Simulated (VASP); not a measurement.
# BaTiO3 (Cmmm) in VASP: a series of runs

Runs on BaTiO3. Level: PBE. Tasks: single point.

Everything below comes from runs of VASP 6.6.1. Logs are shortened: lines on timing, memory, paths and dates and some standing lists are left out, and cuts for length are marked.

## (1) The cell of the first run

Symmetry: Cmmm, No. 65, orthorhombic system. The conventional cell has a = 5.258 Å, b = 6.110 Å, c = 4.019 Å, α = 90.00°, β = 90.00°, γ = 90.00°. Ba (site symmetry mmm) has 12 O at 2.63 to 3.06 Å and 4 Ti at 3.31 Å within 3.5 Å. Within 2.7 Å of Ti (site symmetry mmm) lie 6 O at 2.01 to 2.02 Å. Within 2.7 Å of O (site symmetry 2/m) lie 2 Ti at 2.02 Å and 2 O at 2.63 Å. O (site symmetry mmm) has 2 Ti at 2.01 Å and 2 Ba at 2.63 Å within 2.7 Å.

## (2) Single point, PBE (strain -0.1500 x Voigt [0, 0, 0, 1, 0, 0])

Input file INCAR:

```
PREC = Accurate
ENCUT = 520
EDIFF = 1E-6
ISMEAR = 0
SIGMA = 0.05
LREAL = False
LASPH = True
NELM = 100
ALGO = Normal
ISIF = 2
LWAVE = False
LCHARG = False
GGA = PE
NBANDS = 28
```

Input file KPOINTS:

```
Automatic mesh
0
Gamma
  8 8 8
```

Input file POSCAR:

```
BaTiO3
1.0
    4.0192318613      0.0000000000      0.0000000000
    0.0000000000      4.0192318613     -0.3014423896
    0.0000000000     -0.3014460990      4.0192813205
Ba Ti O
1 1 3
Direct
    0.0000000000      0.0000000000      0.0000000000
    0.5000000000      0.5000000000      0.5000000000
    0.5000000000      0.5000000000      0.0000000000
    0.5000000000      0.0000000000      0.5000000000
    0.0000000000      0.5000000000      0.5000000000
```

Potentials or basis: VASP PAW PBE potentials, release 64 (Ba_sv, Ti_sv, O).

Started as:

```sh
$ cat potpaw_PBE.64/Ba_sv/POTCAR potpaw_PBE.64/Ti_sv/POTCAR potpaw_PBE.64/O/POTCAR > POTCAR
$ mpirun -np 1 vasp_std > vasp.out
```

OUTCAR:

```text
PREC = Accurate
   ENCUT = 520
   EDIFF = 1E-6
   ISMEAR = 0
   LREAL = False
   LASPH = True
   NELM = 100
   ISIF = 2
   GGA = PE

 ion  position               nearest neighbor table
   1  0.000  0.000  0.000-   5 2.63   5 2.63   3 2.85   3 2.85   3 2.85   3 2.85   4 2.85   4 2.85
                             4 2.85   4 2.85   5 3.06   5 3.06   2 3.31   2 3.31   2 3.31   2 3.31
   2  0.500  0.500  0.500-   5 2.01   5 2.01   4 2.02   4 2.02   3 2.02   3 2.02   1 3.31   1 3.31
                             1 3.31   1 3.31   1 3.66   1 3.66   1 3.66   1 3.66
   3  0.500  0.500  0.000-   2 2.02   2 2.02   1 2.85   1 2.85   1 2.85   1 2.85
   4  0.500  0.000  0.500-   2 2.02   2 2.02   1 2.85   1 2.85   1 2.85   1 2.85
   5  0.000  0.500  0.500-   2 2.01   2 2.01   1 2.63   1 2.63   1 3.06   1 3.06

  LATTYP: Found a simple monoclinic cell.
 ALAT       =     4.0305200991
 B/A-ratio  =     0.9971993099
 C/A-ratio  =     1.0000123056
 COS(beta)  =    -0.1491609695

  Lattice vectors:

 A1 = (   0.0000000000,   4.0192318613,  -0.3014423896)
 A2 = (  -4.0192318613,   0.0000000000,   0.0000000000)
 A3 = (   0.0000000000,  -0.3014460990,   4.0192813205)

Analysis of symmetry for initial positions (statically):
=====================================================================
 Subroutine PRICEL returns:
 Original cell was already a primitive cell.

 Routine SETGRP: Setting up the symmetry group for a
 simple monoclinic supercell.

 Subroutine GETGRP returns: Found  4 space group operations
 (whereof  4 operations were pure point group operations)
 out of a pool of  4 trial point group operations.

The static configuration has the point symmetry C_2h.

Analysis of symmetry for dynamics (positions and initial velocities):
=====================================================================
 Subroutine PRICEL returns:
 Original cell was already a primitive cell.

 Routine SETGRP: Setting up the symmetry group for a
 simple monoclinic supercell.

 Subroutine GETGRP returns: Found  4 space group operations
 (whereof  4 operations were pure point group operations)
 out of a pool of  4 trial point group operations.

The dynamic configuration has the point symmetry C_2h.

 Subroutine INISYM returns: Found  4 space group operations
 (whereof  4 operations are pure point group operations),
 and found     1 'primitive' translations

----------------------------------------------------------------------------------------

                                     Primitive cell

  volume of cell :      64.5632

  direct lattice vectors                    reciprocal lattice vectors
     4.019231861  0.000000000  0.000000000     0.248803760  0.000000000  0.000000000
     0.000000000  4.019231861 -0.301442390     0.000000000  0.250211198  0.018765840
     0.000000000 -0.301446099  4.019281321     0.000000000  0.018765609  0.250208119

  length of vectors
     4.019231861  4.030520099  4.030569697     0.248803760  0.250913930  0.250910843

  position of ions in fractional coordinates (direct lattice)
     0.000000000  0.000000000  0.000000000
     0.500000000  0.500000000  0.500000000
     0.500000000  0.500000000  1.000000000
     0.500000000  1.000000000  0.500000000
     0.000000000  0.500000000  0.500000000

  ion indices of the primitive-cell ions
   primitive index   ion index
                 1           1
                 2           2
                 3           3
                 4           4
                 5           5

----------------------------------------------------------------------------------------

 KPOINTS: Automatic mesh

Automatic generation of k-mesh.
 Grid dimensions read from file:
 generate k-points for:    8    8    8

 Generating k-lattice:

  Cartesian coordinates                     Fractional coordinates (reciprocal lattice)
     0.031100470  0.000000000  0.000000000     0.125000000  0.000000000  0.000000000
     0.000000000  0.031276400  0.002345730     0.000000000  0.125000000 -0.000000000
     0.000000000  0.002345701  0.031276015     0.000000000 -0.000000000  0.125000000

  Length of vectors
     0.031100470  0.031364241  0.031363855

  Shift w.r.t. Gamma in fractional coordinates (k-lattice)
     0.000000000  0.000000000  0.000000000

 Subroutine IBZKPT returns following result:
 ===========================================

 Found    170 irreducible k-points:

 Following reciprocal coordinates:
            Coordinates               Weight
  0.000000  0.000000  0.000000      1.000000
  0.125000  0.000000  0.000000      2.000000
  0.250000  0.000000  0.000000      2.000000
  0.375000  0.000000  0.000000      2.000000
  0.500000  0.000000  0.000000      1.000000
  0.000000  0.125000  0.000000      2.000000
[... 16 lines left out ...]
  0.250000  0.500000  0.000000      2.000000
  0.375000  0.500000  0.000000      2.000000
 [... further k-points ...]
   k-points           NKPTS =    170   k-points in BZ     NKDIM =    170   number of bands    NBANDS=     28
   number of dos      NEDOS =    301   number of ions     NIONS =      5
   total plane-waves  NPLWV =  27000
   dimension x,y,z NGX =    30 NGY =   30 NGZ =   30
   dimension x,y,z NGXF=    60 NGYF=   60 NGZF=   60
   ions per type =               1   1   3
   NGX,Y,Z   is equivalent  to a cutoff of  12.41, 12.37, 12.37 a.u.
   NGXF,Y,Z  is equivalent  to a cutoff of  24.82, 24.75, 24.75 a.u.
 SYSTEM =  unknown system
   PREC   = accura    normal or accurate (medium, high low for compatibility)
   ISTART =      0    job   : 0-new  1-cont  2-samecut
   ICHARG =      2    charge: 1-file 2-atom 10-const
   ISPIN  =      1    spin polarized calculation?
   LNONCOLLINEAR =      F non collinear calculations
   LSORBIT =      F    spin-orbit coupling
   LASPH  =      T    aspherical Exc in radial PAW
   ENCUT  =  520.0 eV  38.22 Ry    6.18 a.u.   7.47  7.49  7.49*2*pi/ulx,y,z
   NELM   =    100;   NELMIN=  2; NELMDL= -5     # of ELM steps
   EDIFF  = 0.1E-05   stopping-criterion for ELM
   LREAL  =      F    real-space projection
   EDIFFG = 0.1E-04   stopping-criterion for IOM
   NSW    =      0    number of steps for IOM
   IBRION =     -1    ionic relax: 0-MD 1-quasi-New 2-CG
   NFREE  =      0    steps in history (QN), initial steepest desc. (CG)
   ISIF   =      2    stress and relaxation
   ISYM   =      2    0-nonsym 1-usesym 2-fastsym
   POTIM  = 0.5000    time-step for ionic-motion
   TEBEG  =    0.0;   TEEND  =   0.0 temperature during run
   PSTRESS=    0.0 pullay stress
   NELECT =      40.0000    total number of electrons
   NUPDOWN=      -1.0000    fix difference up-down
   EMIN   =  10.00;   EMAX   =-10.00  energy-range for DOS
   EFERMI =   0.00;   METHOD = LEGACY
   ISMEAR =     0;   SIGMA  =   0.05  broadening in eV -4-tet -1-fermi 0-gaus
   EFERMI_NEDOS =   21; number of points for ismear=-14 and -15
   IALGO  =     38    algorithm
   IMIX   =      4    mixing-type and parameters
     AMIX     =   0.40;   BMIX     =  1.00
     AMIX_MAG =   1.60;   BMIX_MAG =  1.00
  volume/ion in A,a.u.               =      12.91        87.14
  Fermi-wavevector in a.u.,A,eV,Ry     =   1.395618  2.637336 26.500745  1.947750
  Thomas-Fermi vector in A             =   2.519052
   LORBIT       =      0    0 simple, 1 ext, 2 COOP (PROOUT), +10 PAW based schemes
   GGA     = PE    functional components
   LHFCALC =     F    Hartree Fock is set to
   AEXX    =    0.0000 exact exchange contribution
   IVDW    =     0    specifies the selected vdW correction
   LEPSILON=     F    determine dielectric tensor
   LRPA    =     F    only Hartree local field effects (RPA)
 non-spin polarized calculation
 Gauss-broadening in eV      SIGMA  =   0.05
  energy-cutoff  :      520.00
  volume of cell :       64.56
 maximum number of plane-waves:      1761
 NGX is ok and might be reduce to    30
   NGX = 15   NGY = 15   NGZ = 15

 number of electron      39.9999975 magnetization

 Free energy of the ion-electron system (eV)
  ---------------------------------------------------
  ext. energy  EPLUGINS =         0.00000000
  ---------------------------------------------------
  free energy    TOTEN  =       -39.40160506 eV

  energy without entropy =      -39.40160506  energy(sigma->0) =      -39.40160506

 E-fermi :   4.5249     XC(G=0): -11.2165

 val. band max:        4.2417436440   @ k =   0.0000   0.0000   0.0000
 cond. band min:       5.1799954926   @ k =   0.0000   0.0000   0.0000
 fundamental gap:      0.9382518486
 Fermi energy:         4.5248814139

 k-point     1 :       0.0000    0.0000    0.0000
  band No.  band energies     occupation
      1     -52.9197      2.00000
      2     -29.1854      2.00000
      3     -29.1404      2.00000
      4     -29.0551      2.00000
      5     -21.0535      2.00000
      6     -13.0828      2.00000
[... 20 lines left out ...]
     27       8.9396      0.00000
     28      10.7860      0.00000

 k-point     2 :       0.1250    0.0000    0.0000
  band No.  band energies     occupation
      1     -52.9195      2.00000
      2     -29.1851      2.00000
      3     -29.1478      2.00000
      4     -29.0548      2.00000
      5     -21.0371      2.00000
      6     -13.0840      2.00000
[... 20 lines left out ...]
     27       9.2068      0.00000
     28      11.1384      0.00000

 k-point     3 :       0.2500    0.0000    0.0000
  band No.  band energies     occupation
      1     -52.9192      2.00000
      2     -29.1844      2.00000
      3     -29.1656      2.00000
      4     -29.0542      2.00000
      5     -20.9969      2.00000
      6     -13.1362      2.00000
[... 20 lines left out ...]
     27       9.8876      0.00000
     28      11.9829      0.00000

 k-point     4 :       0.3750    0.0000    0.0000
  band No.  band energies     occupation
      1     -52.9189      2.00000
      2     -29.1836      2.00000
      3     -29.1832      2.00000
      4     -29.0536      2.00000
      5     -20.9559      2.00000
      6     -13.2323      2.00000
[... 578 lines left out ...]
     27      11.5515      0.00000
     28      12.1331      0.00000

 k-point    23 :       0.2500    0.5000    0.0000
  band No.  band energies     occupation
      1     -52.9183      2.00000
      2     -29.2082      2.00000
      3     -29.1629      2.00000
      4     -29.0755      2.00000
      5     -20.8984      2.00000
      6     -13.0740      2.00000
[... 20 lines left out ...]
     27      12.3176      0.00000
     28      12.3177      0.00000

 k-point    24 :       0.3750    0.5000    0.0000
  band No.  band energies     occupation
      1     -52.9180      2.00000
      2     -29.2070      2.00000
      3     -29.1801      2.00000
      4     -29.0748      2.00000
      5     -20.8732      2.00000
      6     -12.8232      2.00000
[... 20 lines left out ...]
     27      11.8887      0.00000
     28      13.3531      0.00000

 [... further k-points ...]
[... 5 lines left out ...]
  --------------------------------------------------------------------------------------
  -------------------------------------------------------------------------------------
  Total        1.1535345      1.8461407      1.8453450      0.0000000      7.7627669      0.0000000
  in kB       28.6257217     45.8132026     45.7934583      0.0000000    192.6381980      0.0000000
  external PRESSURE =      40.0774609 kB  Pullay stress =       0.0000000 kB

 VOLUME and BASIS-vectors are now :
 -----------------------------------------------------------------------------
  energy-cutoff  :      520.00
  volume of cell :       64.56
      direct lattice vectors                 reciprocal lattice vectors
     4.019231861  0.000000000  0.000000000     0.248803760  0.000000000  0.000000000
     0.000000000  4.019231861 -0.301442390     0.000000000  0.250211198  0.018765840
     0.000000000 -0.301446099  4.019281321     0.000000000  0.018765609  0.250208119

 POSITION                                       TOTAL-FORCE (eV/Angst)
 -----------------------------------------------------------------------------------
      0.00000      0.00000      0.00000         0.000000      0.000000      0.000000
      2.00962      1.85889      1.85892         0.000000     -0.000000      0.000000
      2.00962      2.00962     -0.15072         0.000000     -0.000000      0.000000
      2.00962     -0.15072      2.00964         0.000000      0.000000      0.000000
      0.00000      1.85889      1.85892         0.000000      0.000000      0.000000
 -----------------------------------------------------------------------------------
    total drift:                                0.000000      0.000000     -0.000000

  FREE ENERGIE OF THE ION-ELECTRON SYSTEM (eV)
  ---------------------------------------------------
  free  energy   TOTEN  =       -39.4016050570 eV

  energy  without entropy=      -39.4016050570  energy(sigma->0) =      -39.40160506
```

Run time: 6.2 min. Hardware: 1 thread of Intel Xeon Platinum 8375C at 2.90GHz (Ice Lake), shared host; peak memory 0.4 GiB.

Results:

```
Free energy            : -39.4016 eV
Pressure               : 4.0 GPa
Band gap on the k mesh : 0.94 eV, direct
```

Caveat: the cell differs from its parent crystal (strain -0.1500 x Voigt [0, 0, 0, 1, 0, 0]); spin-orbit coupling is left out, which moves the levels of the heavy elements.

## (3) Single point, PBE (strain +0.1312 x Voigt [0, 0, 0, 1, 0, 0])

Input file INCAR:

```
  ALGO = Normal
  EDIFF = 1E-6
  ENCUT = 520
  GGA = PE
  ISIF = 2
  ISMEAR = 0
  LASPH = T
  LCHARG = T
  LELF = T
  LREAL = F
  LVHAR = T
  LWAVE = F
  NBANDS = 28
  NELM = 80
  PREC = Accurate
  SIGMA = 0.05
```

Input file KPOINTS:

```
k-points
0
Gamma
  8 8 8
```

Edit POSCAR of step 2 so:

```diff
@@ -3,4 +3,4 @@
     4.0192318613      0.0000000000      0.0000000000
-    0.0000000000      4.0192318613     -0.3014423896
-    0.0000000000     -0.3014460990      4.0192813205
+    0.0000000000      4.0192318613      0.2636616101
+    0.0000000000      0.2636648546      4.0192813205
 Ba Ti O
```

Potentials or basis: VASP PAW PBE potentials, release 64 (Ba_sv, Ti_sv, O).

Started as:

```sh
$ cat potpaw_PBE.64/Ba_sv/POTCAR potpaw_PBE.64/Ti_sv/POTCAR potpaw_PBE.64/O/POTCAR > POTCAR
$ mpirun -np 1 vasp_std > vasp.out
```

Run time: 6.4 min. Hardware: 1 thread of Intel Xeon Platinum 8375C at 2.90GHz (Ice Lake), shared host; peak memory 0.4 GiB.

Results (log left out):

```
Free energy            : -39.5409 eV
Pressure               : 3.5 GPa
Band gap on the k mesh : 1.08 eV, direct
```

Stress tensor (GPa, compression positive):
```
  2.59   0.00   0.00
  0.00   3.88 -16.67
  0.00 -16.67   3.88
```

Levels at points of the mesh, in eV from the valence-band top:
| k point | band 18 | band 19 | band 20 | band 21 | band 22 | band 23 |
| --- | --- | --- | --- | --- | --- | --- |
| (0.00, 0.00, 0.00) | -0.79 | -0.57 | 0.00 | 1.08 | 1.23 | 1.53 |
| (0.50, 0.00, 0.00) | -1.79 | -1.59 | -0.36 | 1.52 | 2.93 | 3.12 |
| (0.00, 0.50, 0.00) | -2.09 | -1.10 | -1.06 | 1.49 | 2.96 | 3.04 |
| (0.50, 0.50, 0.00) | -1.21 | -1.18 | -0.45 | 2.90 | 3.00 | 3.47 |
| (0.00, 0.00, 0.50) | -2.09 | -1.10 | -1.06 | 1.49 | 2.96 | 3.04 |
| (0.50, 0.00, 0.50) | -1.21 | -1.18 | -0.45 | 2.90 | 3.00 | 3.47 |
| (0.00, 0.50, 0.50) | -1.42 | -0.95 | -0.19 | 2.87 | 3.16 | 3.40 |
| (0.50, 0.50, 0.50) | -0.45 | -0.28 | -0.11 | 3.55 | 3.61 | 3.82 |

Caveat: the cell differs from its parent crystal (strain +0.1312 x Voigt [0, 0, 0, 1, 0, 0]); spin-orbit coupling is left out, which moves the levels of the heavy elements.

[end of part 1 of 2]
